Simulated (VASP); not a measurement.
Write the native input for VASP 6.6.1 that does the following.

- Task: single point
- Functional: RPBE
- Dispersion: D4
- Potentials or basis: VASP PAW PBE potentials, release 64 (Pb_d, S)
- Cutoff: 520 eV
- k mesh: 8 × 8 × 8
- Occupations: fermi-dirac, width 0.05 eV
- Spin: no spin polarisation
- Dipole correction: no
- Further INCAR settings: ALGO = Normal; EDIFF = 1e-07; NBANDS = 17

The structure of PbS (Galena) lies in POSCAR:

```
PbS
1.0
    0.0000000000      2.9711423230      2.9711423230
    2.9711423230      0.0000000000      2.9711423230
    2.9711423230      2.9711423230      0.0000000000
Pb S
1 1
Direct
    0.0000000000      0.0000000000      0.0000000000
    0.5000000000      0.5000000000      0.5000000000
```

The input as run:

INCAR

```
ALGO = Normal ; EDIFF = 1E-7
ENCUT = 520 ; GGA = RP
ISIF = 2 ; ISMEAR = -1
IVDW = 13 ; LASPH = True
LCHARG = True ; LELF = True
LREAL = False ; LVHAR = True
LWAVE = False ; NBANDS = 17
NELM = 60 ; PREC = Accurate
SIGMA = 0.05
```

KPOINTS

```
k-points
0
Gamma
  8 8 8
```

Potentials or basis: VASP PAW PBE potentials, release 64 (Pb_d, S).

Launch:

```console
$ cat potpaw_PBE.64/Pb_d/POTCAR potpaw_PBE.64/S/POTCAR > POTCAR
$ mpirun -np 1 vasp_std > vasp.out
```

It gave:

* Pressure: -0.1 GPa
* Band gap on the k mesh: 0.48 eV, direct
* Dispersion energy per atom: -0.709 eV

Caveat: the PAW data sets were made with another functional, which shifts forces and pressure a little; spin-orbit coupling is left out, which moves the levels of the heavy elements.

Run time: 27 s on 1 thread of Intel(R) Xeon(R) Platinum 8488C (Sapphire Rapids), on a shared host, peak memory 0.18 GiB.
